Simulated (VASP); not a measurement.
# Ga (R-3m) in VASP: notebook

Runs on Ga. Level: PBEsol. Tasks: single point, relaxation of cell and atoms.

All numbers are computed with VASP 6.6.1; they aren't measurements. Logs are shortened: lines on timing, memory, paths and dates and some standing lists are left out, and cuts for length are marked.

## Step 1: The cell of the first run

It takes space group R-3m (No. 166, trigonal). The conventional cell has a = 6.977 Å, b = 6.977 Å, c = 18.283 Å, α = 90.00°, β = 90.00°, γ = 120.00°. Within 3.2 Å of Ga (site symmetry m) lie 6 Ga at 2.41 to 2.63 Å. Within 3.4 Å of Ga (site symmetry m) lie 7 Ga at 2.62 to 2.68 Å.

## Step 2: Single point, PBEsol

The input, INCAR:

```
ALGO = Normal
EDIFF = 1E-7
ENCUT = 520
GGA = PS
ISIF = 2
ISMEAR = 0
LASPH = T
LCHARG = F
LREAL = F
LWAVE = F
NBANDS = 90
NELM = 100
PREC = Accurate
SIGMA = 0.1
```

The input, KPOINTS:

```
k-points
0
Gamma
  3 3 3
```

The input, POSCAR:

```
Ga
1.0
    3.4887318110      2.0142202502      6.0941937169
   -3.4887318110      2.0142202502      6.0941937169
    0.0000000000     -4.0284405003      6.0941937169
Ga
12
Direct
    0.0186825236      0.6423922587      0.0186825236
    0.0186825236      0.0186825236      0.6423922587
    0.6423922587      0.0186825236      0.0186825236
    0.9813174764      0.3576077413      0.9813174764
    0.3576077413      0.9813174764      0.9813174764
    0.9813174764      0.9813174764      0.3576077413
    0.2329065235      0.6153264374      0.2329065235
    0.2329065235      0.2329065235      0.6153264374
    0.6153264374      0.2329065235      0.2329065235
    0.7670934765      0.3846735626      0.7670934765
    0.3846735626      0.7670934765      0.7670934765
    0.7670934765      0.7670934765      0.3846735626
```

Potentials or basis: VASP PAW PBE potentials, release 64 (Ga_d).

Launch:

```sh
$ cat potpaw_PBE.64/Ga_d/POTCAR > POTCAR
$ mpirun -np 1 vasp_std > vasp.out
```

OUTCAR:

```text
EDIFF = 1E-7
   ENCUT = 520
   GGA = PS
   ISIF = 2
   ISMEAR = 0
   LASPH = T
   LREAL = F
   NELM = 100
   PREC = Accurate

 ion  position               nearest neighbor table
   1  0.019  0.642  0.019-   4 2.41  12 2.62  11 2.62   2 2.63   3 2.63   7 2.63
   2  0.019  0.019  0.642-   6 2.41  10 2.62  11 2.62   3 2.63   1 2.63   8 2.63
   3  0.642  0.019  0.019-   5 2.41  12 2.62  10 2.62   2 2.63   1 2.63   9 2.63
   4  0.981  0.358  0.981-   1 2.41   8 2.62   9 2.62   6 2.63   5 2.63  10 2.63
   5  0.358  0.981  0.981-   3 2.41   8 2.62   7 2.62   6 2.63   4 2.63  11 2.63
   6  0.981  0.981  0.358-   2 2.41   7 2.62   9 2.62   4 2.63   5 2.63  12 2.63
   7  0.233  0.615  0.233-   5 2.62   6 2.62   1 2.63   8 2.67   9 2.67  11 2.68  12 2.68
   8  0.233  0.233  0.615-   4 2.62   5 2.62   2 2.63   7 2.67   9 2.67  10 2.68  11 2.68
   9  0.615  0.233  0.233-   4 2.62   6 2.62   3 2.63   8 2.67   7 2.67  10 2.68  12 2.68
  10  0.767  0.385  0.767-   3 2.62   2 2.62   4 2.63  12 2.67  11 2.67   9 2.68   8 2.68
  11  0.385  0.767  0.767-   1 2.62   2 2.62   5 2.63  12 2.67  10 2.67   7 2.68   8 2.68
  12  0.767  0.767  0.385-   1 2.62   3 2.62   6 2.63  10 2.67  11 2.67   7 2.68   9 2.68

  LATTYP: Found a trigonal (rhomboedric) cell.
 ALAT       =     7.3053083388
 COS(alpha) =     0.5438706020

  Lattice vectors:

 A1 = (   3.4887318110,   2.0142202502,   6.0941937169)
 A2 = (  -3.4887318110,   2.0142202502,   6.0941937169)
 A3 = (   0.0000000000,  -4.0284405003,   6.0941937169)

Analysis of symmetry for initial positions (statically):
=====================================================================
 Subroutine PRICEL returns:
 Original cell was already a primitive cell.

 Routine SETGRP: Setting up the symmetry group for a
 trigonal (rhombohedral) supercell.

 Subroutine GETGRP returns: Found 12 space group operations
 (whereof 12 operations were pure point group operations)
 out of a pool of 12 trial point group operations.

The static configuration has the point symmetry D_3d.

Analysis of symmetry for dynamics (positions and initial velocities):
=====================================================================
 Subroutine PRICEL returns:
 Original cell was already a primitive cell.

 Routine SETGRP: Setting up the symmetry group for a
 trigonal (rhombohedral) supercell.

 Subroutine GETGRP returns: Found 12 space group operations
 (whereof 12 operations were pure point group operations)
 out of a pool of 12 trial point group operations.

[... 114 lines left out ...]
   EMIN   =  10.00;   EMAX   =-10.00  energy-range for DOS
   EFERMI =   0.00;   METHOD = LEGACY
   ISMEAR =     0;   SIGMA  =   0.10  broadening in eV -4-tet -1-fermi 0-gaus
   EFERMI_NEDOS =   21; number of points for ismear=-14 and -15
   IALGO  =     38    algorithm
   IMIX   =      4    mixing-type and parameters
     AMIX     =   0.40;   BMIX     =  1.00
     AMIX_MAG =   1.60;   BMIX_MAG =  1.00
  volume/ion in A,a.u.               =      21.41       144.50
  Fermi-wavevector in a.u.,A,eV,Ry     =   1.386231  2.619597 26.145459  1.921637
  Thomas-Fermi vector in A             =   2.510567
   LORBIT       =      0    0 simple, 1 ext, 2 COOP (PROOUT), +10 PAW based schemes
   GGA     = PS    functional components
   LHFCALC =     F    Hartree Fock is set to
   AEXX    =    0.0000 exact exchange contribution
   IVDW    =     0    specifies the selected vdW correction
   LEPSILON=     F    determine dielectric tensor
   LRPA    =     F    only Hartree local field effects (RPA)
 non-spin polarized calculation
 Gauss-broadening in eV      SIGMA  =   0.10
  energy-cutoff  :      520.00
  volume of cell :      256.95
 maximum number of plane-waves:      6947
 NGX is ok and might be reduce to    54
   NGX = 27   NGY = 27   NGZ = 27

 number of electron     155.9999989 magnetization

 Free energy of the ion-electron system (eV)
  ---------------------------------------------------
  ext. energy  EPLUGINS =         0.00000000
  ---------------------------------------------------
  free energy    TOTEN  =       -39.46825073 eV

  energy without entropy =      -39.45441293  energy(sigma->0) =      -39.46133183

 E-fermi :   4.0189     XC(G=0): -10.1590

 val. band max:        3.6772616089   @ k =   0.0000   0.0000   0.0000
 cond. band min:       4.0218703395   @ k =   0.3333   0.0000   0.0000
 fundamental gap:      0.3446087306
 Fermi energy:         4.0188925110

 k-point     1 :       0.0000    0.0000    0.0000
  band No.  band energies     occupation
      1     -11.2742      2.00000
      2     -11.2253      2.00000
      3     -11.2253      2.00000
      4     -11.1823      2.00000
      5     -11.1548      2.00000
      6     -11.1548      2.00000
[... 547 lines left out ...]
     89       7.9273      0.00000
     90       8.6071      0.00000

------------------------ aborting loop because EDIFF is reached ----------------------------------------

  FORCE on cell =-STRESS in cart. coord.  units (eV):
  Direction    XX          YY          ZZ          XY          YZ          ZX
  --------------------------------------------------------------------------------------
  -------------------------------------------------------------------------------------
  Total        0.1336140      0.1336140      0.1412167      0.0000000      0.0000000      0.0000000
  in kB        0.8331451      0.8331451      0.8805511      0.0000000      0.0000000      0.0000000
  external PRESSURE =       0.8489471 kB  Pullay stress =       0.0000000 kB

 VOLUME and BASIS-vectors are now :
 -----------------------------------------------------------------------------
  energy-cutoff  :      520.00
  volume of cell :      256.95
      direct lattice vectors                 reciprocal lattice vectors
     3.488731811  2.014220250  6.094193717     0.143318554  0.082745006  0.054696872
    -3.488731811  2.014220250  6.094193717    -0.143318554  0.082745006  0.054696872
     0.000000000 -4.028440500  6.094193717     0.000000000 -0.165490012  0.054696872

 POSITION                                       TOTAL-FORCE (eV/Angst)
 -----------------------------------------------------------------------------------
     -2.17596      1.25629      4.14257         0.005013     -0.002894     -0.009398
      0.00000     -2.51258      4.14257         0.000000      0.005788     -0.009398
      2.17596      1.25629      4.14257        -0.005013     -0.002894     -0.009398
      2.17596     -1.25629     14.14001        -0.005013      0.002894      0.009398
     -2.17596     -1.25629     14.14001         0.005013      0.002894      0.009398
      0.00000      2.51258     14.14001         0.000000     -0.005788      0.009398
     -1.33416      0.77028      6.58867        -0.000689      0.000398      0.001483
      0.00000     -1.54056      6.58867         0.000000     -0.000795      0.001483
      1.33416      0.77028      6.58867         0.000689      0.000398      0.001483
      1.33416     -0.77028     11.69391         0.000689     -0.000398     -0.001483
     -1.33416     -0.77028     11.69391        -0.000689     -0.000398     -0.001483
      0.00000      1.54056     11.69391         0.000000      0.000795     -0.001483
 -----------------------------------------------------------------------------------
    total drift:                               -0.000000      0.000000     -0.000000

  FREE ENERGIE OF THE ION-ELECTRON SYSTEM (eV)
  ---------------------------------------------------
  free  energy   TOTEN  =       -39.4682507304 eV

  energy  without entropy=      -39.4544129258  energy(sigma->0) =      -39.46133183
```

Wall time 4.2 min (1 thread of Intel Xeon 6975P-C (Granite Rapids), shared host); peak memory 0.41 GiB.

Results:

```yaml
Free_energy: -39.4683 eV
Pressure: 0.1 GPa
Largest_force: 0.011 eV/Å
Band_gap_on_the_k_mesh: zero (band 78 reaches 5.11 eV, above the bottom of band 79 at 3.51 eV)
```

Forces in eV/Å, atoms in the order of the input:
```
Ga   0.005 -0.003 -0.009
Ga   0.000  0.006 -0.009
Ga  -0.005 -0.003 -0.009
Ga  -0.005  0.003  0.009
Ga   0.005  0.003  0.009
Ga   0.000 -0.006  0.009
Ga  -0.001  0.000  0.001
Ga   0.000 -0.001  0.001
Ga   0.001  0.000  0.001
Ga   0.001  0.000 -0.001
Ga  -0.001  0.000 -0.001
Ga   0.000  0.001 -0.001
```

Caveat: the k points lie up to 0.37 Å⁻¹ apart; the PAW data sets were made with another functional, which shifts forces and pressure a little.

## Step 3: Relaxation of cell and atoms, PBEsol

This run uses another cell than the first one, of 20.41 Å³/atom, 0.953 times its volume.

The input, INCAR:

```
  PREC = Accurate
  ENCUT = 600
  EDIFF = 1E-6
  ISMEAR = 0
  SIGMA = 0.1
  LREAL = False
  LASPH = True
  NELM = 100
  ALGO = Normal
  ISIF = 3
  LWAVE = False
  LCHARG = False
  GGA = PS
  IBRION = 2
  NSW = 90
  EDIFFG = -0.04
```

The input, KPOINTS:

```
Automatic mesh
0
Gamma
  3 3 3
```

The input, POSCAR:

```
Ga
1.0
    3.4609644385      1.9981887503      5.9023362359
   -3.4609644385      1.9981887503      5.9023362359
    0.0000000000     -3.9963775004      5.9023362359
Ga
12
Direct
    0.0101900000      0.6536100000      0.0101900000
    0.0101900000      0.0101900000      0.6536100000
    0.6536100000      0.0101900000      0.0101900000
    0.9898100000      0.3463900000      0.9898100000
    0.3463900000      0.9898100000      0.9898100000
    0.9898100000      0.9898100000      0.3463900000
    0.2211800000      0.6306000000      0.2211800000
    0.2211800000      0.2211800000      0.6306000000
    0.6306000000      0.2211800000      0.2211800000
    0.7788200000      0.3694000000      0.7788200000
    0.3694000000      0.7788200000      0.7788200000
    0.7788200000      0.7788200000      0.3694000000
```

Potentials or basis: VASP PAW PBE potentials, release 64 (Ga_d).

Launch:

```sh
$ cat potpaw_PBE.64/Ga_d/POTCAR > POTCAR
$ mpirun -np 1 vasp_std > vasp.out
```

Run time: 22 min. Hardware: 1 thread of Intel Xeon 6975P-C (Granite Rapids), shared host; peak memory 0.57 GiB.

It converged, with:

| Quantity | Value |
| --- | --- |
| Free energy | -39.4615 eV |
| Relaxed volume | 21.48 Å³/atom |
| Relaxed cell | a = 7.303 Å, b = 7.303 Å, c = 7.303 Å, α = 57.22°, β = 57.22°, γ = 57.22° |
| Space group after relaxing (to 0.05 Å) | R-3m (No. 166) |
| Energy gained by relaxing | 73.8 meV/atom |
| Ionic steps | 9 |
| Pressure after relaxing | -0.1 GPa |
| Largest force after relaxing | 0.038 eV/Å |
| Band gap on the k mesh | zero (band 78 reaches 5.06 eV, above the bottom of band 79 at 3.48 eV) |

Forces in eV/Å, atoms in the order of the input:
```
Ga   0.004 -0.002 -0.009
Ga   0.000  0.005 -0.009
Ga  -0.004 -0.002 -0.009
Ga  -0.004  0.002  0.009
Ga   0.004  0.002  0.009
Ga   0.000 -0.005  0.009
Ga  -0.010  0.006  0.037
Ga   0.000 -0.011  0.037
Ga   0.010  0.006  0.037
Ga   0.010 -0.006 -0.037
Ga  -0.010 -0.006 -0.037
Ga   0.000  0.011 -0.037
```

Stress tensor (GPa, compression positive):
```
-0.20  0.00  0.00
 0.00 -0.20  0.00
 0.00  0.00  0.21
```

Step by step:
```tsv
step	energy change (eV)	largest force (eV/Å)	pressure (GPa)	volume (Å³)
1	0.0000	1.5689	6.04	244.91
2	-0.6473	0.5128	-2.46	273.19
3	-0.7014	0.4003	-0.90	266.28
4	-0.7962	0.2746	-0.78	263.41
5	-0.8441	0.3538	-0.16	259.17
6	-0.8764	0.1573	0.13	256.17
7	-0.8764	0.1627	0.22	256.02
8	-0.8851	0.0621	-0.02	257.31
9	-0.8859	0.0382	-0.06	257.78
```

Final structure:
```
Ga
1.0
     3.49687    2.01892    6.08554
    -3.49687    2.01892    6.08554
     0.00000   -4.03784    6.08554
Ga
12
Direct
  0.01830 0.64303 0.01830
  0.01830 0.01830 0.64303
  0.64303 0.01830 0.01830
  0.98170 0.35697 0.98170
  0.35697 0.98170 0.98170
  0.98170 0.98170 0.35697
  0.23263 0.61478 0.23263
  0.23263 0.23263 0.61478
  0.61478 0.23263 0.23263
  0.76737 0.38522 0.76737
  0.38522 0.76737 0.76737
  0.76737 0.76737 0.38522
```

Levels at points of the mesh, in eV from the Fermi level:
```
           k point  band 73  band 74  band 75  band 76  band 77  band 78  band 79  band 80  band 81  band 82
(0.00, 0.00, 0.00)    -2.19    -2.19    -0.58    -0.33    -0.33     0.45     0.45     0.83     1.22     2.83
```

Caveat: the k points lie up to 0.36 Å⁻¹ apart in the final cell; the PAW data sets were made with another functional, which shifts forces and pressure a little.

[end of part 1 of 2]
